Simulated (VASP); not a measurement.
A run of VASP 6.6.1:

The input INCAR:

```
SYSTEM = Si
PREC = Accurate ; ENCUT = 520
EDIFF = 1E-6 ; ISMEAR = 0
SIGMA = 0.15 ; LREAL = .False.
LASPH = .True. ; NELM = 80
ALGO = Normal ; ISIF = 2
LWAVE = .False. ; LCHARG = .False.
NBANDS = 8
```

File KPOINTS:

```
Automatic mesh
0
Gamma
  22 22 22
  0 0 0
```

File POSCAR:

```
Si
1.0
   -1.6025112060      1.6025112060      1.2807199545
    1.6025112060     -1.6025112060      1.2807199545
    1.6025112060      1.6025112060     -1.2807199545
Si
1
Direct
    0.0000000000      0.0000000000      0.0000000000
```

Potentials or basis: VASP PAW LDA potentials, release 64 (Si).

Launch:

```bash
$ cat potpaw_LDA.64/Si/POTCAR > POTCAR
$ mpirun -np 1 vasp_std > vasp.out
```

Hardware: 1 thread of Intel(R) Xeon(R) Platinum 8559C (Emerald Rapids) (shared host).

Problem. How long does it take, and how much memory?

Solution. Run time: 25 s on 1 thread of Intel(R) Xeon(R) Platinum 8559C (Emerald Rapids), on a shared host, peak memory 0.17 GiB. Counts: scf iterations 9, k points 834.
